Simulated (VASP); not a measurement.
Runs of VASP 6.6.1 on BAs. The structure is that of space group F-43m (No. 216), or close to it. The cells are those of the table. 

```tsv
cell	gap on the mesh (eV)	pressure (GPa)
a = 3.309 Å, angles 60.0°, 2 atoms	1.13	(b)
a = 3.344 Å, angles 60.0°, 2 atoms	1.16	8.2
a = 3.444 Å, angles 60.0°, 2 atoms	1.26	-4.1
a = 3.411 Å, angles 60.0°, 2 atoms	1.23	(a)
```

Alike in all rows: task single point; level PBE; potentials or basis VASP PAW PBE potentials, release 64 (B, As); no spin polarisation; k mesh 7 × 7 × 7; cutoff (eV) 520; smearing gaussian 0.01 eV.

Q: Fill in the values left out.

A: (a) -0.6; (b) 13.7.

A k mesh can miss the band edges, and the runs leave out spin-orbit coupling on As.
